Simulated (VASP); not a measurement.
# HfN (F-43m) in VASP: notebook

Aim: see how the results for HfN move with the level of theory and the settings. Levels: BLYP, r2SCAN, PBEsol, RPBE. Tasks: single point, relaxation of cell and atoms.

Program: VASP 6.6.1. These are calculated values, not measurements. Logs are shortened: lines on timing, memory, paths and dates and some standing lists are left out, and cuts for length are marked.

### 1 The cell of the first run

The structure is cubic, space group F-43m (No. 216). Conventional cell: a = 4.963 Å, b = 4.963 Å, c = 4.963 Å, α = 90.00°, β = 90.00°, γ = 90.00°. Hf (site symmetry -43m) has 4 N at 2.15 Å within 2.8 Å. N (site symmetry -43m) has 4 Hf at 2.15 Å within 2.8 Å.

### 2 Single point, BLYP

Contents of INCAR:

```
  PREC = Accurate
  ENCUT = 520
  EDIFF = 1E-7
  ISMEAR = -1
  SIGMA = 0.05
  LREAL = False
  LASPH = True
  NELM = 80
  ALGO = Normal
  ISIF = 2
  LWAVE = False
  LCHARG = False
  GGA = B5
  ALDAX = 1.0
  AGGAX = 1.0
  AGGAC = 1.0
  ALDAC = 0.0
  NBANDS = 14
```

Contents of KPOINTS:

```
regular mesh
0
Gamma
  9 9 9
```

Contents of POSCAR:

```
HfN
1.0
    0.0000000000      2.4813225237      2.4813225237
    2.4813225237      0.0000000000      2.4813225237
    2.4813225237      2.4813225237      0.0000000000
Hf N
1 1
Direct
    0.0000000000      0.0000000000      0.0000000000
    0.2500000000      0.2500000000      0.2500000000
```

Potentials or basis: VASP PAW PBE potentials, release 64 (Hf_pv, N).

Started as:

```console
> cat potpaw_PBE.64/Hf_pv/POTCAR potpaw_PBE.64/N/POTCAR > POTCAR
> mpirun -np 1 vasp_std > vasp.out
```

OUTCAR:

```text
PREC = Accurate
   ENCUT = 520
   EDIFF = 1E-7
   ISMEAR = -1
   LREAL = False
   LASPH = True
   NELM = 80
   ISIF = 2
   GGA = B5

 ion  position               nearest neighbor table
   1  0.000  0.000  0.000-   2 2.15   2 2.15   2 2.15   2 2.15
   2  0.250  0.250  0.250-   1 2.15   1 2.15   1 2.15   1 2.15

  LATTYP: Found a face centered cubic cell.
 ALAT       =     4.9626450474

  Lattice vectors:

 A1 = (   0.0000000000,   2.4813225237,   2.4813225237)
 A2 = (   2.4813225237,   0.0000000000,   2.4813225237)
 A3 = (   2.4813225237,   2.4813225237,   0.0000000000)

Analysis of symmetry for initial positions (statically):
=====================================================================
 Subroutine PRICEL returns:
 Original cell was already a primitive cell.

 Routine SETGRP: Setting up the symmetry group for a
 face centered cubic supercell.

 Subroutine GETGRP returns: Found 24 space group operations
 (whereof 24 operations were pure point group operations)
 out of a pool of 48 trial point group operations.

The static configuration has the point symmetry T_d .

Analysis of symmetry for dynamics (positions and initial velocities):
=====================================================================
 Subroutine PRICEL returns:
 Original cell was already a primitive cell.

 Routine SETGRP: Setting up the symmetry group for a
 face centered cubic supercell.

 Subroutine GETGRP returns: Found 24 space group operations
 (whereof 24 operations were pure point group operations)
 out of a pool of 48 trial point group operations.

The dynamic configuration has the point symmetry T_d .

 Subroutine INISYM returns: Found 24 space group operations
 (whereof 24 operations are pure point group operations),
 and found     1 'primitive' translations

----------------------------------------------------------------------------------------

                                     Primitive cell

  volume of cell :      30.5548

  direct lattice vectors                    reciprocal lattice vectors
     0.000000000  2.481322524  2.481322524    -0.201505445  0.201505445  0.201505445
     2.481322524  0.000000000  2.481322524     0.201505445 -0.201505445  0.201505445
     2.481322524  2.481322524  0.000000000     0.201505445  0.201505445 -0.201505445

  length of vectors
     3.509119966  3.509119966  3.509119966     0.349017669  0.349017669  0.349017669

  position of ions in fractional coordinates (direct lattice)
     0.000000000  0.000000000  0.000000000
     0.250000000  0.250000000  0.250000000

  ion indices of the primitive-cell ions
   primitive index   ion index
                 1           1
                 2           2

----------------------------------------------------------------------------------------

 KPOINTS: regular mesh

Automatic generation of k-mesh.
 Grid dimensions read from file:
 generate k-points for:    9    9    9

 Generating k-lattice:

  Cartesian coordinates                     Fractional coordinates (reciprocal lattice)
    -0.022389494  0.022389494  0.022389494     0.111111111  0.000000000  0.000000000
     0.022389494 -0.022389494  0.022389494     0.000000000  0.111111111  0.000000000
     0.022389494  0.022389494 -0.022389494     0.000000000  0.000000000  0.111111111

  Length of vectors
     0.038779741  0.038779741  0.038779741

  Shift w.r.t. Gamma in fractional coordinates (k-lattice)
     0.000000000  0.000000000  0.000000000

 Subroutine IBZKPT returns following result:
 ===========================================

 Found     35 irreducible k-points:

 Following reciprocal coordinates:
            Coordinates               Weight
  0.000000  0.000000  0.000000      1.000000
  0.111111  0.000000  0.000000      8.000000
  0.222222  0.000000  0.000000      8.000000
  0.333333  0.000000  0.000000      8.000000
  0.444444  0.000000  0.000000      8.000000
  0.111111  0.111111  0.000000      6.000000
[... 16 lines left out ...]
 -0.333333  0.333333  0.000000     12.000000
  0.444444  0.444444  0.000000      6.000000
 [... further k-points ...]
   k-points           NKPTS =     35   k-points in BZ     NKDIM =     35   number of bands    NBANDS=     14
   number of dos      NEDOS =    301   number of ions     NIONS =      2
   total plane-waves  NPLWV =  21952
   dimension x,y,z NGX =    28 NGY =   28 NGZ =   28
   dimension x,y,z NGXF=    56 NGYF=   56 NGZF=   56
   ions per type =               1   1
   NGX,Y,Z   is equivalent  to a cutoff of  13.27, 13.27, 13.27 a.u.
   NGXF,Y,Z  is equivalent  to a cutoff of  26.53, 26.53, 26.53 a.u.
 SYSTEM =  unknown system
   PREC   = accura    normal or accurate (medium, high low for compatibility)
   ISTART =      0    job   : 0-new  1-cont  2-samecut
   ICHARG =      2    charge: 1-file 2-atom 10-const
   ISPIN  =      1    spin polarized calculation?
   LNONCOLLINEAR =      F non collinear calculations
   LSORBIT =      F    spin-orbit coupling
   LASPH  =      T    aspherical Exc in radial PAW
   ENCUT  =  520.0 eV  38.22 Ry    6.18 a.u.   6.52  6.52  6.52*2*pi/ulx,y,z
   NELM   =     80;   NELMIN=  2; NELMDL= -5     # of ELM steps
   EDIFF  = 0.1E-06   stopping-criterion for ELM
   LREAL  =      F    real-space projection
   EDIFFG = 0.1E-05   stopping-criterion for IOM
   NSW    =      0    number of steps for IOM
   IBRION =     -1    ionic relax: 0-MD 1-quasi-New 2-CG
   NFREE  =      0    steps in history (QN), initial steepest desc. (CG)
   ISIF   =      2    stress and relaxation
   ISYM   =      2    0-nonsym 1-usesym 2-fastsym
   POTIM  = 0.5000    time-step for ionic-motion
   TEBEG  =    0.0;   TEEND  =   0.0 temperature during run
   PSTRESS=    0.0 pullay stress
   NELECT =      15.0000    total number of electrons
   NUPDOWN=      -1.0000    fix difference up-down
   EMIN   =  10.00;   EMAX   =-10.00  energy-range for DOS
   EFERMI =   0.00;   METHOD = LEGACY
   ISMEAR =    -1;   SIGMA  =   0.05  broadening in eV -4-tet -1-fermi 0-gaus
   EFERMI_NEDOS =   21; number of points for ismear=-14 and -15
   IALGO  =     38    algorithm
   IMIX   =      4    mixing-type and parameters
     AMIX     =   0.40;   BMIX     =  1.00
     AMIX_MAG =   1.60;   BMIX_MAG =  1.00
  volume/ion in A,a.u.               =      15.28       103.10
  Fermi-wavevector in a.u.,A,eV,Ry     =   1.291453  2.440493 22.692498  1.667852
  Thomas-Fermi vector in A             =   2.423222
   LORBIT       =      0    0 simple, 1 ext, 2 COOP (PROOUT), +10 PAW based schemes
   GGA     = B5    functional components
   LHFCALC =     F    Hartree Fock is set to
   AEXX    =    0.0000 exact exchange contribution
   IVDW    =     0    specifies the selected vdW correction
   LEPSILON=     F    determine dielectric tensor
   LRPA    =     F    only Hartree local field effects (RPA)
 non-spin polarized calculation
  energy-cutoff  :      520.00
  volume of cell :       30.55
 maximum number of plane-waves:       869
 NGX is ok and might be reduce to    28
   NGX = 13   NGY = 13   NGZ = 13

 number of electron      14.9999998 magnetization

 Free energy of the ion-electron system (eV)
  ---------------------------------------------------
  ext. energy  EPLUGINS =         0.00000000
  ---------------------------------------------------
  free energy    TOTEN  =       -19.77000446 eV

  energy without entropy =      -19.76416839  energy(sigma->0) =      -19.76708642

 E-fermi :   6.0340     XC(G=0): -10.4476

 val. band max:        6.0119880823   @ k =  -0.2222   0.3333   0.1111
 cond. band min:       6.1369182935   @ k =   0.2222   0.2222   0.0000
 fundamental gap:      0.1249302112
 Fermi energy:         6.0339741691

 k-point     1 :       0.0000    0.0000    0.0000
  band No.  band energies     occupation
      1     -25.1606      2.00000
      2     -25.1606      2.00000
      3     -25.1606      2.00000
      4      -9.9354      2.00000
      5       0.6754      2.00000
      6       0.6754      2.00000
      7       0.6754      2.00000
      8       5.3904      1.99999
      9       8.0900      0.00000
     10       8.0900      0.00000
     11      12.3024      0.00000
     12      12.3024      0.00000
     13      12.3025      0.00000
     14      17.4248      0.00000

 k-point     2 :       0.1111    0.0000    0.0000
  band No.  band energies     occupation
      1     -25.2111      2.00000
      2     -25.1672      2.00000
      3     -25.1672      2.00000
      4      -9.8056      2.00000
      5       0.4410      2.00000
      6       0.7591      2.00000
      7       0.7591      2.00000
      8       6.0082      1.25182
      9       7.9227      0.00000
     10       7.9228      0.00000
     11      12.0018      0.00000
     12      12.5132      0.00000
     13      12.5132      0.00000
     14      17.3807      0.00000

 k-point     3 :       0.2222    0.0000    0.0000
  band No.  band energies     occupation
      1     -25.3360      2.00000
      2     -25.1837      2.00000
      3     -25.1837      2.00000
      4      -9.4910      2.00000
      5       0.1393      2.00000
      6       0.9544      2.00000
      7       0.9544      2.00000
      8       7.2415      0.00000
      9       7.7398      0.00000
     10       7.7398      0.00000
     11      11.4240      0.00000
     12      12.6218      0.00000
     13      12.6218      0.00000
     14      15.2032      0.00000

 k-point     4 :       0.3333    0.0000    0.0000
  band No.  band energies     occupation
      1     -25.4736      2.00000
      2     -25.2023      2.00000
      3     -25.2023      2.00000
      4      -9.1636      2.00000
      5       0.1651      2.00000
      6       1.1384      2.00000
      7       1.1384      2.00000
      8       7.8572      0.00000
      9       7.9401      0.00000
     10       7.9401      0.00000
     11      10.9312      0.00000
     12      12.0433      0.00000
     13      12.0433      0.00000
     14      14.1349      0.00000

 k-point     5 :       0.4444    0.0000    0.0000
  band No.  band energies     occupation
      1     -25.5610      2.00000
      2     -25.2145      2.00000
      3     -25.2145      2.00000
      4      -8.9714      2.00000
      5       0.4002      2.00000
      6       1.2311      2.00000
      7       1.2311      2.00000
      8       7.5513      0.00000
      9       8.4640      0.00000
     10       8.4640      0.00000
     11      10.4817      0.00000
[... 276 lines left out ...]
 k-point    22 :      -0.4444    0.3333    0.0000
  band No.  band energies     occupation
      1     -25.5222      2.00000
      2     -25.3541      2.00000
      3     -25.2752      2.00000
      4      -8.6487      2.00000
      5      -0.0867      2.00000
      6       1.8817      2.00000
      7       2.0750      2.00000
      8       5.0627      2.00000
      9       8.0380      0.00000
     10       8.7835      0.00000
     11      11.2022      0.00000
     12      11.5267      0.00000
     13      14.4522      0.00000
     14      16.5203      0.00000

 k-point    23 :      -0.3333    0.3333    0.0000
  band No.  band energies     occupation
      1     -25.4895      2.00000
      2     -25.3914      2.00000
      3     -25.2550      2.00000
      4      -8.6788      2.00000
      5       0.4017      2.00000
      6       1.3851      2.00000
      7       1.8577      2.00000
      8       5.2996      2.00000
      9       8.0277      0.00000
     10       8.4201      0.00000
     11      11.5780      0.00000
     12      11.8047      0.00000
     13      14.1484      0.00000
     14      15.7922      0.00000

 k-point    24 :       0.4444    0.4444    0.0000
  band No.  band energies     occupation
      1     -25.5595      2.00000
      2     -25.2965      2.00000
      3     -25.2965      2.00000
      4      -8.6449      2.00000
      5      -0.6417      2.00000
      6       2.3549      2.00000
      7       2.3549      2.00000
      8       4.9627      2.00000
      9       8.3138      0.00000
     10       9.6997      0.00000
     11      10.5235      0.00000
     12      10.5235      0.00000
     13      14.5920      0.00000
     14      17.2469      0.00000

 [... further k-points ...]
[... 5 lines left out ...]
  --------------------------------------------------------------------------------------
  -------------------------------------------------------------------------------------
  Total       -0.1042921     -0.1042921     -0.1042921     -0.0000000      0.0000000     -0.0000000
  in kB       -5.4686794     -5.4686794     -5.4686794     -0.0000000      0.0000000     -0.0000000
  external PRESSURE =      -5.4686794 kB  Pullay stress =       0.0000000 kB

 VOLUME and BASIS-vectors are now :
 -----------------------------------------------------------------------------
  energy-cutoff  :      520.00
  volume of cell :       30.55
      direct lattice vectors                 reciprocal lattice vectors
     0.000000000  2.481322524  2.481322524    -0.201505445  0.201505445  0.201505445
     2.481322524  0.000000000  2.481322524     0.201505445 -0.201505445  0.201505445
     2.481322524  2.481322524  0.000000000     0.201505445  0.201505445 -0.201505445

 POSITION                                       TOTAL-FORCE (eV/Angst)
 -----------------------------------------------------------------------------------
      0.00000      0.00000      0.00000         0.000000     -0.000000     -0.000000
      1.24066      1.24066      1.24066        -0.000000      0.000000      0.000000
 -----------------------------------------------------------------------------------
    total drift:                               -0.000000     -0.000000     -0.000000

  FREE ENERGIE OF THE ION-ELECTRON SYSTEM (eV)
  ---------------------------------------------------
  free  energy   TOTEN  =       -19.7700044584 eV

  energy  without entropy=      -19.7641683869  energy(sigma->0) =      -19.76708642
```

Wall time 14 s (1 thread of Intel Xeon 6975P-C (Granite Rapids), shared host); peak memory 0.16 GiB.

What came out:

```yaml
Free_energy: -19.7700 eV
Pressure: -0.5 GPa
```

Levels at points of the mesh, in eV from the Fermi level:
```tsv
k point	band 6	band 7	band 8	band 9	band 10	band 11
(0.00, 0.00, 0.00)	-5.36	-5.36	-0.64	2.06	2.06	6.27
```

Caveat: the PAW data sets were made with another functional, which shifts forces and pressure a little; spin-orbit coupling is left out, which moves the levels of the heavy elements.

### 3 Single point, r2SCAN

This run uses another cell than the first one, of 14.63 Å³/atom, 0.957 times its volume.

Contents of POSCAR:

```
HfN
1.0
    0.0000000000      2.4455290905      2.4455290905
    2.4455290905      0.0000000000      2.4455290905
    2.4455290905      2.4455290905      0.0000000000
Hf N
1 1
Direct
    0.0000000000      0.0000000000      0.0000000000
    0.2500000000      0.2500000000      0.2500000000
```

Contents of INCAR.step1:

```
PREC = Accurate
ENCUT = 520
ISMEAR = -1
SIGMA = 0.05
LREAL = False
LASPH = True
NELM = 60
NBANDS = 14
GGA = PE
ALGO = Normal
EDIFF = 1E-4
LWAVE = True
LCHARG = False
```

Contents of INCAR.step2:

```
PREC = Accurate
ENCUT = 520
EDIFF = 1E-7
ISMEAR = -1
SIGMA = 0.05
LREAL = False
LASPH = True
NELM = 60
ALGO = Normal
ISIF = 2
LWAVE = False
LCHARG = False
METAGGA = R2SCAN
LMIXTAU = True
NBANDS = 14
ISTART = 1
```

Contents of KPOINTS:

```
Automatic mesh
0
Gamma
  9 9 9
```

Potentials or basis: VASP PAW PBE potentials, release 64 (Hf_pv, N).

Started as:

```console
> cat potpaw_PBE.64/Hf_pv/POTCAR potpaw_PBE.64/N/POTCAR > POTCAR
> cp INCAR.step1 INCAR
> mpirun -np 1 vasp_std > vasp.out
> cp INCAR.step2 INCAR
> mpirun -np 1 vasp_std > vasp.out
```

It took 37 s on 1 thread of Intel Xeon 6975P-C (Granite Rapids), shared host; peak memory 0.16 GiB.

The run converged. Its results:

* Free energy: -57.7165 eV
* Pressure: -1.3 GPa

Levels at points of the mesh, in eV from the Fermi level:
| k point | band 3 | band 4 | band 5 | band 6 | band 7 | band 8 | band 9 | band 10 | band 11 | band 12 |
| --- | --- | --- | --- | --- | --- | --- | --- | --- | --- | --- |
| (0.00, 0.00, 0.00) | -32.30 | -17.29 | -5.86 | -5.86 | -5.86 | -0.65 | 2.50 | 2.50 | 7.00 | 7.00 |

Caveat: the PAW data sets were made with another functional, which shifts forces and pressure a little; spin-orbit coupling is left out, which moves the levels of the heavy elements.

### 4 Relaxation of cell and atoms, PBEsol

This run uses another cell than the first one, of 14.79 Å³/atom, 0.968 times its volume.

Contents of INCAR:

```
SYSTEM = HfN
PREC = Accurate
ENCUT = 600
EDIFF = 1E-6
ISMEAR = -1
SIGMA = 0.05
LREAL = .FALSE.
LASPH = .TRUE.
NELM = 80
ALGO = Normal
ISIF = 3
LWAVE = .FALSE.
LCHARG = .FALSE.
GGA = PS
IBRION = 2
NSW = 60
EDIFFG = -0.01
```

Contents of KPOINTS:

```
regular mesh
0
G
  9 9 9
  0 0 0
```

Contents of POSCAR:

```
HfN
1.0
    0.0000000000      2.4548220000      2.4548220000
    2.4548220000      0.0000000000      2.4548220000
    2.4548220000      2.4548220000      0.0000000000
Hf N
1 1
Direct
    0.0000000000      0.0000000000      0.0000000000
    0.2500000000      0.2500000000      0.2500000000
```

Started as:

```console
> cat potpaw_PBE.64/Hf_pv/POTCAR potpaw_PBE.64/N/POTCAR > POTCAR
> mpirun -np 1 vasp_std > vasp.out
```

Wall time 16 s (1 thread of Intel Xeon 6975P-C (Granite Rapids), shared host); peak memory 0.17 GiB.

It converged, with:

```yaml
Free_energy: -22.2745 eV
Relaxed_volume: 14.35 Å³/atom
Relaxed_cell: a = 3.437 Å, b = 3.437 Å, c = 3.437 Å, α = 60.00°, β = 60.00°, γ = 60.00°
Space_group_after_relaxing_to_0.05_Å: F-43m (No. 216)
Energy_gained_by_relaxing: 8.6 meV/atom
Ionic_steps: 3
Pressure_after_relaxing: -0.1 GPa
```

The path:
| step | energy change (eV) | largest force (eV/Å) | pressure (GPa) | volume (Å³) |
| --- | --- | --- | --- | --- |
| 1 | 0.0000 | 0.0000 | -5.99 | 29.59 |
| 2 | 0.0313 | 0.0000 | 11.60 | 27.28 |
| 3 | -0.0173 | 0.0000 | -0.07 | 28.70 |

Final structure:
```
CELL_PARAMETERS angstrom
0.00000 2.43001 2.43001
2.43001 0.00000 2.43001
2.43001 2.43001 0.00000
ATOMIC_POSITIONS crystal
Hf 0.00000 0.00000 0.00000
N 0.25000 0.25000 0.25000
```

Levels at points of the mesh, in eV from the Fermi level:
```tsv
k point	band 4	band 5	band 6	band 7	band 8	band 9	band 10	band 11
(0.00, 0.00, 0.00)	-16.25	-5.59	-5.59	-5.59	-0.65	2.29	2.29	6.79
```

Caveat: the PAW data sets were made with another functional, which shifts forces and pressure a little; spin-orbit coupling is left out, which moves the levels of the heavy elements.

[end of part 1 of 2]
